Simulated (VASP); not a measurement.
# Hf5Se4S6 (P1) in VASP: single point with PBE+D3(BJ)

Aim: the single point of Hf5Se4S6 with PBE+D3(BJ).

Everything below comes from runs of VASP 6.6.1. Logs are shortened: lines on timing, memory, paths and dates and some standing lists are left out, and cuts for length are marked.

## (1) The cell of the first run

The typed cell holds 15 atoms: a = 5.936 Å, b = 6.320 Å, c = 9.655 Å, α = 109.11°, β = 90.23°, γ = 90.24°.

## (2) Single point, PBE+D3(BJ)

Input file INCAR:

```
PREC = Accurate ; ENCUT = 520
EDIFF = 1E-6 ; ISMEAR = 0
SIGMA = 0.02 ; LREAL = Auto
LASPH = T ; NELM = 100
ALGO = Normal ; ISIF = 2
LWAVE = F ; LCHARG = F
GGA = PE ; IVDW = 12
NBANDS = 68
```

Input file KPOINTS:

```
Automatic mesh
0
Gamma
  2 2 2
```

Input file POSCAR:

```
Hf5Se4S6
1.0
   -0.0168597068     -0.0125071965     -5.9356564525
   -0.0006626496      6.3198597750      0.0130261627
    9.1234233279     -3.1608929149      0.0189073819
Hf Se S
5 4 6
Direct
   -0.0019391052     -0.0022212361     -0.0044512791
   -0.0057928442      0.2024919647      0.4023487871
   -0.0057522491      0.5972497951      0.1976981472
   -0.0049523924      0.3998714538      0.8021722214
   -0.0072445201      0.8024664211      0.6021610375
    0.2681332230      0.2657239893      0.1990813503
    0.2701136956      0.4707225209      0.6038952546
    0.2670441320      0.8675909699      0.4007086766
    0.7257948247      0.9329975599      0.1985219046
    0.2380092589      0.6678498052      0.0007486605
    0.2403460320      0.0689384531      0.8005358309
    0.7525977199      0.3292336392      0.9987841940
    0.7568266868      0.5338936938      0.4000064791
    0.7525368905      0.7292146119      0.7977142648
    0.7542786476      0.1339763584      0.6000744704
```

Potentials or basis: VASP PAW PBE potentials, release 64 (Hf_pv, Se, S).

On the command line:

```sh
cat potpaw_PBE.64/Hf_pv/POTCAR potpaw_PBE.64/Se/POTCAR potpaw_PBE.64/S/POTCAR > POTCAR
mpirun -np 1 vasp_std > vasp.out
```

OUTCAR:

```text
PREC = Accurate
   ENCUT = 520
   EDIFF = 1E-6
   ISMEAR = 0
   LREAL = Auto
   LASPH = T
   NELM = 100
   ISIF = 2
   GGA = PE
   IVDW = 12
 IVDW          = 12

 ion  position               nearest neighbor table
   1  0.998  0.998  0.996-  11 2.53  10 2.54  14 2.55  12 2.55   6 2.66   9 2.68   5 3.59   4 3.61
                             4 3.63   3 3.65   3 3.67   2 3.71
   2  0.994  0.202  0.402-  15 2.53  13 2.54   9 2.66   8 2.67   7 2.67   6 2.68   4 3.65   5 3.65
                             5 3.65   3 3.65   3 3.69   1 3.71
   3  0.994  0.597  0.198-  12 2.54  10 2.55  13 2.55   9 2.66   6 2.66   8 2.67   4 3.61   1 3.65
                             2 3.65   1 3.67   2 3.69   5 3.69
   4  0.995  0.400  0.802-  12 2.54  10 2.54  15 2.55  14 2.55  11 2.55   7 2.67   3 3.61   1 3.61
                             1 3.63   5 3.63   2 3.65   5 3.66
   5  0.993  0.802  0.602-  14 2.53  13 2.54  15 2.54  11 2.55   8 2.67   7 2.68   1 3.59   4 3.63
                             2 3.65   2 3.65   4 3.66   3 3.69
   6  0.268  0.266  0.199-   1 2.66   3 2.66   2 2.68
   7  0.270  0.471  0.604-   4 2.67   2 2.67   5 2.68
   8  0.267  0.868  0.401-   2 2.67   3 2.67   5 2.67
   9  0.726  0.933  0.199-   3 2.66   2 2.66   1 2.68
  10  0.238  0.668  0.001-   4 2.54   1 2.54   3 2.55
  11  0.240  0.069  0.801-   1 2.53   4 2.55   5 2.55
  12  0.753  0.329  0.999-   3 2.54   4 2.54   1 2.55
  13  0.757  0.534  0.400-   2 2.54   5 2.54   3 2.55
  14  0.753  0.729  0.798-   5 2.53   1 2.55   4 2.55
  15  0.754  0.134  0.600-   2 2.53   5 2.54   4 2.55

  LATTYP: Found a triclinic cell.
 ALAT       =     8.6521993234
 B/A-ratio  =     0.6860329209
 C/A-ratio  =     1.1159576844
 COS(alpha) =     0.0039522609
 COS(beta)  =     0.2419011108
 COS(gamma) =     0.6829885067

  Lattice vectors:

 A1 = (  -0.0175223564,   6.3073525785,  -5.9226302898)
 A2 = (  -0.0168597068,  -0.0125071965,  -5.9356564525)
 A3 = (  -9.1234233279,   3.1608929149,  -0.0189073819)

Analysis of symmetry for initial positions (statically):
=====================================================================
 Subroutine PRICEL returns:
 Original cell was already a primitive cell.

 Routine SETGRP: Setting up the symmetry group for a
 triclinic supercell.

 Subroutine GETGRP returns: Found  1 space group operations
 (whereof  1 operations were pure point group operations)
[... 139 lines left out ...]
   EFERMI =   0.00;   METHOD = LEGACY
   ISMEAR =     0;   SIGMA  =   0.02  broadening in eV -4-tet -1-fermi 0-gaus
   EFERMI_NEDOS =   21; number of points for ismear=-14 and -15
   IALGO  =     38    algorithm
   IMIX   =      4    mixing-type and parameters
     AMIX     =   0.40;   BMIX     =  1.00
     AMIX_MAG =   1.60;   BMIX_MAG =  1.00
  volume/ion in A,a.u.               =      22.82       153.96
  Fermi-wavevector in a.u.,A,eV,Ry     =   1.121419  2.119175 17.110436  1.257582
  Thomas-Fermi vector in A             =   2.258073
   LORBIT       =      0    0 simple, 1 ext, 2 COOP (PROOUT), +10 PAW based schemes
   GGA     = PE    functional components
   LHFCALC =     F    Hartree Fock is set to
   AEXX    =    0.0000 exact exchange contribution
   IVDW    =    12    specifies the selected vdW correction
   LEPSILON=     F    determine dielectric tensor
   LRPA    =     F    only Hartree local field effects (RPA)
 non-spin polarized calculation
 Gauss-broadening in eV      SIGMA  =   0.02
  energy-cutoff  :      520.00
  volume of cell :      342.23
 maximum number of plane-waves:      9244
 NGX is ok and might be reduce to    48
   NGX = 23   NGY = 23   NGZ = 35

 number of electron     110.0000003 magnetization

 Free energy of the ion-electron system (eV)
  ---------------------------------------------------
  ext. energy  EPLUGINS =         0.00000000
  ---------------------------------------------------
  free energy    TOTEN  =      -110.28139358 eV

  energy without entropy =     -110.28139358  energy(sigma->0) =     -110.28139358

 E-fermi :   3.7802     XC(G=0):  -9.7701

 val. band max:        3.6164103624   @ k =   0.0000   0.0000   0.0000
 cond. band min:       4.2189200612   @ k =   0.5000   0.5000   0.5000
 fundamental gap:      0.6025096988
 Fermi energy:         3.7801745831

 k-point     1 :       0.0000    0.0000    0.0000
  band No.  band energies     occupation
      1     -27.5542      2.00000
      2     -27.5242      2.00000
      3     -27.5127      2.00000
      4     -27.5028      2.00000
      5     -27.4834      2.00000
      6     -27.4573      2.00000
[... 549 lines left out ...]
     66       7.2483      0.00000
     67       7.2569      0.00000
 [bands above 67 left out]

------------------------ aborting loop because EDIFF is reached ----------------------------------------

 Edisp (eV)   -5.31670

 E8    (eV) :    -2.3508

  FORCE on cell =-STRESS in cart. coord.  units (eV):
  Direction    XX          YY          ZZ          XY          YZ          ZX
  --------------------------------------------------------------------------------------
  -------------------------------------------------------------------------------------
  Total      -0.31015    -0.71083    -0.62476    -0.01089     0.47143     0.00224
  in kB      -1.45202    -3.32783    -2.92490    -0.05099     2.20704     0.01049
  external pressure =       -2.57 kB  Pullay stress =        0.00 kB

 VOLUME and BASIS-vectors are now :
 -----------------------------------------------------------------------------
  energy-cutoff  :      520.00
  volume of cell :      342.23
      direct lattice vectors                 reciprocal lattice vectors
    -0.016859707 -0.012507196 -5.935656452     0.000469474  0.000347302 -0.168475428
    -0.000662650  6.319859775  0.013026163     0.054824047  0.158238115 -0.000489151
     9.123423328 -3.160892915  0.018907382     0.109612829  0.000012135 -0.000311371

 POSITION                                       TOTAL-FORCE (eV/Angst)
 -----------------------------------------------------------------------------------
      9.06532      3.14652     -5.89233        -0.020155      0.008568     -0.012930
      3.65390     -0.00450     -5.89103         0.009349     -0.012199      0.025991
      1.78653      3.13720     -5.89000        -0.008434     -0.011595      0.003888
      7.30152     -0.02089     -5.88588         0.014486     -0.005973     -0.001749
      5.47650      3.15569     -5.87082         0.002456     -0.013689      0.026131
      1.81161      1.04671     -1.58432        -0.011761     -0.010836      0.051341
      5.50473      1.06267     -1.58575         0.017182     -0.012847      0.041983
      3.65076      4.21312     -1.56620         0.004069     -0.025619      0.050236
      1.79834      5.25983     -4.29216        -0.004655      0.022129     -0.057592
      0.00238      4.21537     -1.40403        -0.001713     -0.034171      0.081520
      7.29953     -2.09773     -1.41058        -0.006689     -0.025122      0.076398
      9.09942     -1.08575     -4.44399        -0.000277      0.025225     -0.062848
      3.63631      2.10029     -4.47775        -0.000327      0.041674     -0.077821
      7.26471      2.07763     -4.44222        -0.010412      0.023002     -0.065178
      5.46193     -1.05949     -4.46405         0.016882      0.031451     -0.079371
 -----------------------------------------------------------------------------------
    total drift:                                0.001314      0.014028      0.001407

  FREE ENERGIE OF THE ION-ELECTRON SYSTEM (eV)
  ---------------------------------------------------
  free  energy   TOTEN  =      -115.5980968767 eV

  energy  without entropy=     -115.5980968767  energy(sigma->0) =     -115.59809688
```

OSZICAR:

```text
N       E                     dE             d eps       ncg     rms          rms(c)
DAV:   1     0.663598355725E+03    0.66360E+03   -0.53179E+04  1160   0.145E+03
DAV:   2    -0.570484266787E+02   -0.72065E+03   -0.69185E+03  1344   0.332E+02
DAV:   3    -0.116728133737E+03   -0.59680E+02   -0.58897E+02  1336   0.755E+01
DAV:   4    -0.118262515638E+03   -0.15344E+01   -0.15272E+01  1312   0.138E+01
DAV:   5    -0.118308626158E+03   -0.46111E-01   -0.46044E-01  1328   0.229E+00    0.108E+02
DAV:   6    -0.110704308257E+03    0.76043E+01   -0.23248E+01  1180   0.125E+01    0.767E+01
DAV:   7    -0.110623050902E+03    0.81257E-01   -0.98991E+00  1248   0.100E+01    0.798E+00
DAV:   8    -0.110306439338E+03    0.31661E+00   -0.16230E+00  1196   0.422E+00    0.603E+00
DAV:   9    -0.110284283006E+03    0.22156E-01   -0.32587E-01  1272   0.163E+00    0.190E+00
DAV:  10    -0.110281528173E+03    0.27548E-02   -0.27661E-02  1300   0.540E-01    0.964E-01
DAV:  11    -0.110281391973E+03    0.13620E-03   -0.65739E-03  1264   0.254E-01    0.214E-01
DAV:  12    -0.110281400253E+03   -0.82795E-05   -0.48108E-04  1432   0.777E-02    0.228E-01
DAV:  13    -0.110281385324E+03    0.14929E-04   -0.12763E-04  1336   0.331E-02    0.489E-02
DAV:  14    -0.110281394133E+03   -0.88085E-05   -0.15023E-05  1384   0.131E-02    0.492E-02
DAV:  15    -0.110281393109E+03    0.10236E-05   -0.73524E-06  1216   0.805E-03    0.723E-03
DAV:  16    -0.110281393576E+03   -0.46718E-06   -0.11244E-06   760   0.393E-03
   1 F= -.11559810E+03 E0= -.11559810E+03  d E =-.107476E-31
```

It took 7.8 min on 1 thread of AMD EPYC 7R13 (Zen 3), shared host; peak memory 0.42 GiB.

Results:

- Free energy: -115.5981 eV
- Pressure: -0.3 GPa
- Largest force: 0.088 eV/Å
- Band gap on the k mesh: 0.60 eV, indirect (least direct gap 0.86 eV)
- Dispersion energy per atom: -0.354 eV

Forces on the atoms (eV/Å):
```
Hf  -0.020  0.009 -0.013
Hf   0.009 -0.012  0.026
Hf  -0.008 -0.012  0.004
Hf   0.014 -0.006 -0.002
Hf   0.002 -0.014  0.026
Se  -0.012 -0.011  0.051
Se   0.017 -0.013  0.042
Se   0.004 -0.026  0.050
Se  -0.005  0.022 -0.058
S   -0.002 -0.034  0.082
S   -0.007 -0.025  0.076
S    0.000  0.025 -0.063
S    0.000  0.042 -0.078
S   -0.010  0.023 -0.065
S    0.017  0.031 -0.079
```

Caveat: the k points lie up to 0.53 Å⁻¹ apart; spin-orbit coupling is left out, which moves the levels of the heavy elements. A hybrid or GW would open this gap; PBE tends to underestimate it.
